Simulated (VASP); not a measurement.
# Ag in VASP: a series of runs, part 2 of 4

VASP 6.6.1. The steps go on from the part before.

## (3) Single point, PBEsol

This run uses another cell than the first one, of 40.03 Å³/atom.

INCAR reads:

```
PREC = Accurate
ENCUT = 520
EDIFF = 1E-6
ISMEAR = 0
SIGMA = 0.1
LREAL = False
LASPH = True
NELM = 60
ALGO = Normal
ISIF = 2
LWAVE = False
LCHARG = False
GGA = PS
NBANDS = 36
```

KPOINTS reads:

```
Automatic mesh
0
Gamma
  4 4 2
```

POSCAR reads:

```
Ag
1.0
    3.3724302770     -3.3674520411      0.0000000000
    3.3724302770      3.3674520411      0.0000000000
    0.0000000000      0.0000000000      8.8127321861
Ag
5
Direct
    0.5000000000      0.0000000000      0.3092481955
    0.0000000000      0.5000000000      0.6907518045
    0.0000000000      0.5000000000      0.3092481955
    0.5000000000      0.0000000000      0.6907518045
    0.0000000000      0.0000000000      0.0000000000
```

Potentials or basis: VASP PAW PBE potentials, release 64 (Ag).

Started as:

```sh
cat potpaw_PBE.64/Ag/POTCAR > POTCAR
mpirun -np 1 vasp_std > vasp.out
```

OUTCAR:

```text
PREC = Accurate
   ENCUT = 520
   EDIFF = 1E-6
   ISMEAR = 0
   LREAL = False
   LASPH = True
   NELM = 60
   ISIF = 2
   GGA = PS

 ion  position               nearest neighbor table
   1  0.500  0.000  0.309-   4 3.36   3 3.37   3 3.37   3 3.37   3 3.37
   2  0.000  0.500  0.691-   3 3.36   4 3.37   4 3.37   4 3.37   4 3.37
   3  0.000  0.500  0.309-   2 3.36   1 3.37   1 3.37   1 3.37   1 3.37
   4  0.500  0.000  0.691-   1 3.36   2 3.37   2 3.37   2 3.37   2 3.37
   5  0.000  0.000  0.000-

  LATTYP: Found a base centered orthorhombic cell.
 ALAT       =     6.7349040822
 B/A-ratio  =     1.0014783391
 C/A-ratio  =     1.3085163617

  Lattice vectors:

 A1 = (  -3.3724302770,  -3.3674520411,   0.0000000000)
 A2 = (   3.3724302770,  -3.3674520411,   0.0000000000)
 A3 = (   0.0000000000,   0.0000000000,   8.8127321861)

Analysis of symmetry for initial positions (statically):
=====================================================================
 Subroutine PRICEL returns:
 Original cell was already a primitive cell.

 Routine SETGRP: Setting up the symmetry group for a
 base centered orthorhombic supercell.

 Subroutine GETGRP returns: Found  8 space group operations
 (whereof  8 operations were pure point group operations)
 out of a pool of  8 trial point group operations.

The static configuration has the point symmetry D_2h.

Analysis of symmetry for dynamics (positions and initial velocities):
=====================================================================
 Subroutine PRICEL returns:
 Original cell was already a primitive cell.

 Routine SETGRP: Setting up the symmetry group for a
 base centered orthorhombic supercell.

 Subroutine GETGRP returns: Found  8 space group operations
 (whereof  8 operations were pure point group operations)
 out of a pool of  8 trial point group operations.

The dynamic configuration has the point symmetry D_2h.

 Subroutine INISYM returns: Found  8 space group operations
 (whereof  8 operations are pure point group operations),
 and found     1 'primitive' translations

----------------------------------------------------------------------------------------

                                     Primitive cell

  volume of cell :     200.1635

  direct lattice vectors                    reciprocal lattice vectors
     3.372430277 -3.367452041  0.000000000     0.148261034 -0.148480214  0.000000000
     3.372430277  3.367452041  0.000000000     0.148261034  0.148480214  0.000000000
     0.000000000  0.000000000  8.812732186     0.000000000  0.000000000  0.113472188

  length of vectors
     4.765817792  4.765817792  8.812732186     0.209827806  0.209827806  0.113472188

  position of ions in fractional coordinates (direct lattice)
     0.500000000  0.000000000  0.309248195
     0.000000000  0.500000000  0.690751805
     0.000000000  0.500000000  0.309248195
     0.500000000  0.000000000  0.690751805
     0.000000000  0.000000000  0.000000000

  ion indices of the primitive-cell ions
   primitive index   ion index
                 1           1
                 2           2
[... 31 lines left out ...]
            Coordinates               Weight
  0.000000  0.000000  0.000000      1.000000
  0.250000  0.000000  0.000000      4.000000
  0.500000  0.000000  0.000000      2.000000
  0.250000  0.250000  0.000000      2.000000
  0.500000  0.250000  0.000000      4.000000
 -0.250000  0.250000  0.000000      2.000000
  0.500000  0.500000  0.000000      1.000000
  0.000000  0.000000  0.500000      1.000000
  0.250000  0.000000  0.500000      4.000000
  0.500000  0.000000  0.500000      2.000000
  0.250000  0.250000  0.500000      2.000000
  0.500000  0.250000  0.500000      4.000000
 -0.250000  0.250000  0.500000      2.000000
  0.500000  0.500000  0.500000      1.000000
   k-points           NKPTS =     14   k-points in BZ     NKDIM =     14   number of bands    NBANDS=     36
   number of dos      NEDOS =    301   number of ions     NIONS =      5
   total plane-waves  NPLWV =  90720
   dimension x,y,z NGX =    36 NGY =   36 NGZ =   70
   dimension x,y,z NGXF=    72 NGYF=   72 NGZF=  140
   ions per type =               5
   NGX,Y,Z   is equivalent  to a cutoff of  12.56, 12.56, 13.21 a.u.
   NGXF,Y,Z  is equivalent  to a cutoff of  25.12, 25.12, 26.41 a.u.
 SYSTEM =  unknown system
   PREC   = accura    normal or accurate (medium, high low for compatibility)
   ISTART =      0    job   : 0-new  1-cont  2-samecut
   ICHARG =      2    charge: 1-file 2-atom 10-const
   ISPIN  =      1    spin polarized calculation?
   LNONCOLLINEAR =      F non collinear calculations
   LSORBIT =      F    spin-orbit coupling
   LASPH  =      T    aspherical Exc in radial PAW
   ENCUT  =  520.0 eV  38.22 Ry    6.18 a.u.   8.86  8.86 16.39*2*pi/ulx,y,z
   NELM   =     60;   NELMIN=  2; NELMDL= -5     # of ELM steps
   EDIFF  = 0.1E-05   stopping-criterion for ELM
   LREAL  =      F    real-space projection
   EDIFFG = 0.1E-04   stopping-criterion for IOM
   NSW    =      0    number of steps for IOM
   IBRION =     -1    ionic relax: 0-MD 1-quasi-New 2-CG
   NFREE  =      0    steps in history (QN), initial steepest desc. (CG)
   ISIF   =      2    stress and relaxation
   ISYM   =      2    0-nonsym 1-usesym 2-fastsym
   POTIM  = 0.5000    time-step for ionic-motion
   TEBEG  =    0.0;   TEEND  =   0.0 temperature during run
   PSTRESS=    0.0 pullay stress
   NELECT =      55.0000    total number of electrons
   NUPDOWN=      -1.0000    fix difference up-down
   EMIN   =  10.00;   EMAX   =-10.00  energy-range for DOS
   EFERMI =   0.00;   METHOD = LEGACY
   ISMEAR =     0;   SIGMA  =   0.10  broadening in eV -4-tet -1-fermi 0-gaus
   EFERMI_NEDOS =   21; number of points for ismear=-14 and -15
   IALGO  =     38    algorithm
   IMIX   =      4    mixing-type and parameters
     AMIX     =   0.40;   BMIX     =  1.00
     AMIX_MAG =   1.60;   BMIX_MAG =  1.00
  volume/ion in A,a.u.               =      40.03       270.15
  Fermi-wavevector in a.u.,A,eV,Ry     =   1.064308  2.011251 15.412026  1.132752
  Thomas-Fermi vector in A             =   2.199822
   LORBIT       =      0    0 simple, 1 ext, 2 COOP (PROOUT), +10 PAW based schemes
   GGA     = PS    functional components
   LHFCALC =     F    Hartree Fock is set to
   AEXX    =    0.0000 exact exchange contribution
   IVDW    =     0    specifies the selected vdW correction
   LEPSILON=     F    determine dielectric tensor
   LRPA    =     F    only Hartree local field effects (RPA)
 non-spin polarized calculation
 Gauss-broadening in eV      SIGMA  =   0.10
  energy-cutoff  :      520.00
  volume of cell :      200.16
 maximum number of plane-waves:      5424
   NGX = 17   NGY = 17   NGZ = 33

 number of electron      55.0000002 magnetization

 Free energy of the ion-electron system (eV)
  ---------------------------------------------------
  ext. energy  EPLUGINS =         0.00000000
  ---------------------------------------------------
  free energy    TOTEN  =        -9.10614320 eV

  energy without entropy =       -9.09339621  energy(sigma->0) =       -9.09976971

 E-fermi :   0.7273     XC(G=0):  -7.9240

 val. band max:        0.6900636661   @ k =   0.5000   0.2500   0.5000
 cond. band min:       0.7647686003   @ k =   0.2500   0.2500   0.0000
 fundamental gap:      0.0747049341
 Fermi energy:         0.7272973872

 k-point     1 :       0.0000    0.0000    0.0000
  band No.  band energies     occupation
      1      -3.1792      2.00000
      2      -3.1398      2.00000
      3      -3.0863      2.00000
      4      -3.0286      2.00000
      5      -2.9572      2.00000
      6      -2.9094      2.00000
[... 535 lines left out ...]
     35       5.4942      0.00000
     36       5.5063      0.00000

------------------------ aborting loop because EDIFF is reached ----------------------------------------

  FORCE on cell =-STRESS in cart. coord.  units (eV):
  Direction    XX          YY          ZZ          XY          YZ          ZX
  --------------------------------------------------------------------------------------
  -------------------------------------------------------------------------------------
  Total      -10.5307423    -10.5413058     -9.4745391      0.0000000      0.0000000      0.0000000
  in kB      -84.2916585    -84.3762131    -75.8374476      0.0000000      0.0000000      0.0000000
  external PRESSURE =     -81.5017731 kB  Pullay stress =       0.0000000 kB

 VOLUME and BASIS-vectors are now :
 -----------------------------------------------------------------------------
  energy-cutoff  :      520.00
  volume of cell :      200.16
      direct lattice vectors                 reciprocal lattice vectors
     3.372430277 -3.367452041  0.000000000     0.148261034 -0.148480214  0.000000000
     3.372430277  3.367452041  0.000000000     0.148261034  0.148480214  0.000000000
     0.000000000  0.000000000  8.812732186     0.000000000  0.000000000  0.113472188

 POSITION                                       TOTAL-FORCE (eV/Angst)
 -----------------------------------------------------------------------------------
      1.68622     -1.68373      2.72532        -0.000000      0.000000     -0.035214
      1.68622      1.68373      6.08741         0.000000      0.000000      0.035214
      1.68622      1.68373      2.72532        -0.000000      0.000000     -0.035214
      1.68622     -1.68373      6.08741        -0.000000     -0.000000      0.035214
      0.00000      0.00000      0.00000        -0.000000     -0.000000      0.000000
 -----------------------------------------------------------------------------------
    total drift:                                0.000000      0.000000      0.000000

  FREE ENERGIE OF THE ION-ELECTRON SYSTEM (eV)
  ---------------------------------------------------
  free  energy   TOTEN  =        -9.1061432014 eV

  energy  without entropy=       -9.0933962089  energy(sigma->0) =       -9.09976971
```

OSZICAR:

```text
N       E                     dE             d eps       ncg     rms          rms(c)
DAV:   1     0.298982104797E+03    0.29898E+03   -0.24489E+04  1016   0.131E+03
DAV:   2     0.190005803564E+00   -0.29879E+03   -0.28031E+03  1092   0.271E+02
DAV:   3    -0.936986332155E+01   -0.95599E+01   -0.94538E+01  1088   0.462E+01
DAV:   4    -0.944596113571E+01   -0.76098E-01   -0.76021E-01  1072   0.446E+00
DAV:   5    -0.944707615736E+01   -0.11150E-02   -0.11150E-02  1068   0.568E-01    0.317E+00
DAV:   6    -0.910295849223E+01    0.34412E+00   -0.16089E+00  1016   0.792E+00    0.196E+00
DAV:   7    -0.910461296486E+01   -0.16545E-02   -0.21871E-02  1032   0.809E-01    0.131E+00
DAV:   8    -0.910587812388E+01   -0.12652E-02   -0.51035E-03  1044   0.462E-01    0.895E-02
DAV:   9    -0.910602730582E+01   -0.14918E-03   -0.18245E-04  1084   0.969E-02    0.416E-02
DAV:  10    -0.910613656673E+01   -0.10926E-03   -0.94846E-05  1036   0.545E-02    0.862E-03
DAV:  11    -0.910614182307E+01   -0.52563E-05   -0.42333E-06   888   0.119E-02    0.312E-03
DAV:  12    -0.910614311954E+01   -0.12965E-05   -0.19718E-06   748   0.493E-03    0.891E-04
DAV:  13    -0.910614320136E+01   -0.81813E-07   -0.89431E-08   588   0.131E-03
   1 F= -.91061432E+01 E0= -.90997697E+01  d E =-.127470E-01
```

It took 41 s on 1 thread of AMD EPYC 9R45 (Zen 5), shared host; peak memory 0.27 GiB.

Results:

| Quantity | Value |
| --- | --- |
| Free energy | -9.1061 eV |
| Pressure | -8.2 GPa |
| Largest force | 0.035 eV/Å |
| Band gap on the k mesh | zero (an odd number of electrons rules out a gap without spin polarisation) |

Forces in eV/Å, atoms in the order of the input:
```
Ag   0.000  0.000 -0.035
Ag   0.000  0.000  0.035
Ag   0.000  0.000 -0.035
Ag   0.000  0.000  0.035
Ag   0.000  0.000  0.000
```

Levels at points of the mesh, in eV from the Fermi level:
```tsv
k point	band 24	band 25	band 26	band 27	band 28	band 29	band 30	band 31
(0.00, 0.00, 0.00)	-2.82	-2.64	-2.63	-1.59	-0.78	3.30	3.31	3.38
(0.50, 0.00, 0.00)	-3.01	-2.83	-1.86	-1.53	-0.20	0.29	0.70	1.96
(0.50, 0.50, 0.00)	-2.72	-2.72	-0.18	0.14	0.16	1.14	1.78	1.85
(0.00, 0.00, 0.50)	-2.74	-2.67	-2.64	-2.63	1.54	1.56	3.43	3.75
(0.50, 0.00, 0.50)	-2.93	-2.91	-1.48	-1.27	-1.22	-0.51	2.62	3.28
(0.50, 0.50, 0.50)	-2.86	-2.84	0.20	0.39	0.41	0.81	0.86	0.87
```

Caveat: the cell stands under tension; the PAW data sets were made with another functional, which shifts forces and pressure a little.

(Continued in part 3 of 4.)
